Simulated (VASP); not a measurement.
# Pt (Im-3m) in VASP: a series of runs

Runs on Pt. Level: PBEsol. Tasks: single point.

All numbers are computed with VASP 6.6.1; they aren't measurements. Logs are shortened: lines on timing, memory, paths and dates and some standing lists are left out, and cuts for length are marked.

### 1 The cell of the first run

Symmetry: Im-3m, No. 229, cubic system. The conventional cell has a = 3.251 Å, b = 3.251 Å, c = 3.251 Å, α = 90.00°, β = 90.00°, γ = 90.00°. Pt (site symmetry m-3m) has 14 Pt at 2.82 to 3.25 Å within 3.7 Å.

### 2 Single point, PBEsol

File INCAR:

```
PREC = Accurate
ENCUT = 500
EDIFF = 1E-6
ISMEAR = 1
SIGMA = 0.15
LREAL = False
LASPH = True
NELM = 120
ALGO = Normal
ISIF = 2
LWAVE = False
LCHARG = False
GGA = PS
NBANDS = 11
GGA_COMPAT = False
```

File KPOINTS:

```
Automatic mesh
0
Gamma
  13 13 13
```

File POSCAR:

```
Pt
1.0
   -1.6253868565      1.6253868565      1.6253868565
    1.6253868565     -1.6253868565      1.6253868565
    1.6253868565      1.6253868565     -1.6253868565
Pt
1
Direct
    0.0000000000      0.0000000000      0.0000000000
```

Potentials or basis: VASP PAW PBE potentials, release 64 (Pt).

Launch:

```
cat potpaw_PBE.64/Pt/POTCAR > POTCAR
mpirun -np 1 vasp_std > vasp.out
```

OUTCAR:

```text
PREC = Accurate
   ENCUT = 500
   EDIFF = 1E-6
   ISMEAR = 1
   LREAL = False
   LASPH = True
   NELM = 120
   ISIF = 2
   GGA = PS

 ion  position               nearest neighbor table
   1  0.000  0.000  0.000-

  LATTYP: Found a body centered cubic cell.
 ALAT       =     3.2507737130

  Lattice vectors:

 A1 = (  -1.6253868565,   1.6253868565,   1.6253868565)
 A2 = (   1.6253868565,  -1.6253868565,   1.6253868565)
 A3 = (   1.6253868565,   1.6253868565,  -1.6253868565)

Analysis of symmetry for initial positions (statically):
=====================================================================
 Subroutine PRICEL returns:
 Original cell was already a primitive cell.

 Routine SETGRP: Setting up the symmetry group for a
 body centered cubic supercell.

 Subroutine GETGRP returns: Found 48 space group operations
 (whereof 48 operations were pure point group operations)
 out of a pool of 48 trial point group operations.

The static configuration has the point symmetry O_h .

Analysis of symmetry for dynamics (positions and initial velocities):
=====================================================================
 Subroutine PRICEL returns:
 Original cell was already a primitive cell.

 Routine SETGRP: Setting up the symmetry group for a
 body centered cubic supercell.

 Subroutine GETGRP returns: Found 48 space group operations
 (whereof 48 operations were pure point group operations)
 out of a pool of 48 trial point group operations.

The dynamic configuration has the point symmetry O_h .

 Subroutine INISYM returns: Found 48 space group operations
 (whereof 48 operations are pure point group operations),
 and found     1 'primitive' translations

----------------------------------------------------------------------------------------

                                     Primitive cell

  volume of cell :      17.1763

  direct lattice vectors                    reciprocal lattice vectors
    -1.625386857  1.625386857  1.625386857     0.000000000  0.307619074  0.307619074
     1.625386857 -1.625386857  1.625386857     0.307619074  0.000000000  0.307619074
     1.625386857  1.625386857 -1.625386857     0.307619074  0.307619074  0.000000000

  length of vectors
     2.815252617  2.815252617  2.815252617     0.435039067  0.435039067  0.435039067

  position of ions in fractional coordinates (direct lattice)
[... 76 lines left out ...]
   NELM   =    120;   NELMIN=  2; NELMDL= -5     # of ELM steps
   EDIFF  = 0.1E-05   stopping-criterion for ELM
   LREAL  =      F    real-space projection
   EDIFFG = 0.1E-04   stopping-criterion for IOM
   NSW    =      0    number of steps for IOM
   IBRION =     -1    ionic relax: 0-MD 1-quasi-New 2-CG
   NFREE  =      0    steps in history (QN), initial steepest desc. (CG)
   ISIF   =      2    stress and relaxation
   ISYM   =      2    0-nonsym 1-usesym 2-fastsym
   POTIM  = 0.5000    time-step for ionic-motion
   TEBEG  =    0.0;   TEEND  =   0.0 temperature during run
   PSTRESS=    0.0 pullay stress
   NELECT =      10.0000    total number of electrons
   NUPDOWN=      -1.0000    fix difference up-down
   EMIN   =  10.00;   EMAX   =-10.00  energy-range for DOS
   EFERMI =   0.00;   METHOD = LEGACY
   ISMEAR =     1;   SIGMA  =   0.15  broadening in eV -4-tet -1-fermi 0-gaus
   EFERMI_NEDOS =   21; number of points for ismear=-14 and -15
   IALGO  =     38    algorithm
   IMIX   =      4    mixing-type and parameters
     AMIX     =   0.40;   BMIX     =  1.00
     AMIX_MAG =   1.60;   BMIX_MAG =  1.00
  volume/ion in A,a.u.               =      17.18       115.91
  Fermi-wavevector in a.u.,A,eV,Ry     =   1.366988  2.583233 25.424617  1.868657
  Thomas-Fermi vector in A             =   2.493080
   LORBIT       =      0    0 simple, 1 ext, 2 COOP (PROOUT), +10 PAW based schemes
   GGA     = PS    functional components
   LHFCALC =     F    Hartree Fock is set to
   AEXX    =    0.0000 exact exchange contribution
   IVDW    =     0    specifies the selected vdW correction
   LEPSILON=     F    determine dielectric tensor
   LRPA    =     F    only Hartree local field effects (RPA)
 non-spin polarized calculation
 Methfessel and Paxton  Order N= 1 SIGMA  =   0.15
  energy-cutoff  :      500.00
  volume of cell :       17.18
 maximum number of plane-waves:       451
 NGX is ok and might be reduce to    24
   NGX = 11   NGY = 11   NGZ = 11

 number of electron      10.0000001 magnetization

 Free energy of the ion-electron system (eV)
  ---------------------------------------------------
  ext. energy  EPLUGINS =         0.00000000
  ---------------------------------------------------
  free energy    TOTEN  =        -6.67060440 eV

  energy without entropy =       -6.66916908  energy(sigma->0) =       -6.67012596

 E-fermi :   8.6666     XC(G=0): -12.8611

 val. band max:        8.6442928401   @ k =  -0.3846  -0.4615   0.2308
 cond. band min:       8.6814190035   @ k =  -0.3846   0.3846   0.1538
 fundamental gap:      0.0371261634
 Fermi energy:         8.6665814919

 k-point     1 :       0.0000    0.0000    0.0000
  band No.  band energies     occupation
      1      -0.1310      2.00000
      2       5.5365      2.00000
      3       5.5365      2.00000
      4       5.5365      2.00000
      5       7.7605      2.00000
      6       7.7605      2.00000
      7      25.6632      0.00000
      8      25.6632      0.00000
      9      25.6632      0.00000
     10      34.4255      0.00000
     11      34.4256      0.00000
[... 309 lines left out ...]
 k-point    24 :       0.2308    0.0769    0.0769
  band No.  band energies     occupation
      1       2.8271      2.00000
      2       4.6150      2.00000
      3       5.2977      2.00000
      4       7.5445      2.00000
      5       7.8867      2.00000
      6       8.8103     -0.04038
      7      19.8344      0.00000
      8      23.0819      0.00000
      9      24.0292      0.00000
     10      28.9858      0.00000
     11      33.6500      0.00000

 [... further k-points ...]
[... 5 lines left out ...]
  --------------------------------------------------------------------------------------
  -------------------------------------------------------------------------------------
  Total       -2.6106606     -2.6106606     -2.6106606      0.0000000      0.0000000     -0.0000000
  in kB     -243.5178340   -243.5178340   -243.5178340      0.0000000      0.0000000     -0.0000000
  external PRESSURE =    -243.5178340 kB  Pullay stress =       0.0000000 kB

 VOLUME and BASIS-vectors are now :
 -----------------------------------------------------------------------------
  energy-cutoff  :      500.00
  volume of cell :       17.18
      direct lattice vectors                 reciprocal lattice vectors
    -1.625386857  1.625386857  1.625386857     0.000000000  0.307619074  0.307619074
     1.625386857 -1.625386857  1.625386857     0.307619074  0.000000000  0.307619074
     1.625386857  1.625386857 -1.625386857     0.307619074  0.307619074  0.000000000

 POSITION                                       TOTAL-FORCE (eV/Angst)
 -----------------------------------------------------------------------------------
      0.00000      0.00000      0.00000         0.000000     -0.000000      0.000000
 -----------------------------------------------------------------------------------
    total drift:                                0.000000      0.000000      0.000000

  FREE ENERGIE OF THE ION-ELECTRON SYSTEM (eV)
  ---------------------------------------------------
  free  energy   TOTEN  =        -6.6706043991 eV

  energy  without entropy=       -6.6691690817  energy(sigma->0) =       -6.67012596
```

It took 16 s on 1 thread of Intel Xeon 8259CL, shared host; peak memory 0.15 GiB.

What came out:

```yaml
Free_energy: -6.6706 eV
Pressure: -24.4 GPa
Band_gap_on_the_k_mesh: zero (band 5 reaches 9.38 eV, above the bottom of band 6 at 7.63 eV)
```

Levels at points of the mesh, in eV from the Fermi level:
```
           k point  band 3  band 4  band 5  band 6  band 7  band 8
(0.00, 0.00, 0.00)   -3.13   -3.13   -0.91   -0.91   17.00   17.00
```

Caveat: the PAW data sets were made with another functional, which shifts forces and pressure a little; spin-orbit coupling is left out, which moves the levels of the heavy elements.

### 3 Single point, PBEsol

This run uses another cell than the first one, of 17.81 Å³/atom, 1.037 times its volume.

File INCAR:

```
PREC = Accurate
ENCUT = 500
EDIFF = 1E-6
ISMEAR = 1
SIGMA = 0.15
LREAL = F
LASPH = T
NELM = 120
ALGO = Normal
ISIF = 2
LWAVE = F
LCHARG = F
GGA = PS
NBANDS = 11
GGA_COMPAT = F
```

KPOINTS is that of step 2.

File POSCAR:

```
Pt
1.0
   -1.6452106012      1.6452106012      1.6452106012
    1.6452106012     -1.6452106012      1.6452106012
    1.6452106012      1.6452106012     -1.6452106012
Pt
1
Direct
    0.0000000000      0.0000000000      0.0000000000
```

Potentials or basis: VASP PAW PBE potentials, release 64 (Pt).

Launch:

```
cat potpaw_PBE.64/Pt/POTCAR > POTCAR
mpirun -np 1 vasp_std > vasp.out
```

Wall time 17 s (1 thread of Intel Xeon 8259CL, shared host); peak memory 0.15 GiB.

Results (log left out):

```yaml
Free_energy: -6.5656 eV
Pressure: -28.6 GPa
Band_gap_on_the_k_mesh: zero (band 5 reaches 8.74 eV, above the bottom of band 6 at 7.11 eV)
```

Levels at points of the mesh, in eV from the Fermi level:
```csv
k point,band 1,band 2,band 3,band 4,band 5,band 6,band 7,band 8,band 9,band 10
"(0.00, 0.00, 0.00)",-8.45,-2.96,-2.96,-2.96,-0.85,-0.85,16.97,16.97,16.97,25.07
```

Caveat: the PAW data sets were made with another functional, which shifts forces and pressure a little; spin-orbit coupling is left out, which moves the levels of the heavy elements.
